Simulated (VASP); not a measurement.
Here is a VASP 6.6.1 calculation.

Contents of INCAR:

```
PREC = Accurate ; ENCUT = 520
EDIFF = 1E-6 ; ISMEAR = -1
SIGMA = 0.1 ; LREAL = F
LASPH = T ; NELM = 80
ALGO = Normal ; ISIF = 2
LWAVE = F ; LCHARG = F
GGA = PE ; NBANDS = 12
```

KPOINTS

```
regular mesh
0
Gamma
  15 15 15
```

POSCAR

```
La
1.0
   -1.8724974861      1.8724974861      1.8724974861
    1.8724974861     -1.8724974861      1.8724974861
    1.8724974861      1.8724974861     -1.8724974861
La
1
Direct
    0.0000000000      0.0000000000      0.0000000000
```

Potentials or basis: VASP PAW PBE potentials, release 64 (La).

Command:

```console
$ cat potpaw_PBE.64/La/POTCAR > POTCAR
$ mpirun -np 1 vasp_std > vasp.out
```

(1) Predict the pressure.

Results:

(1) 15.1 GPa.
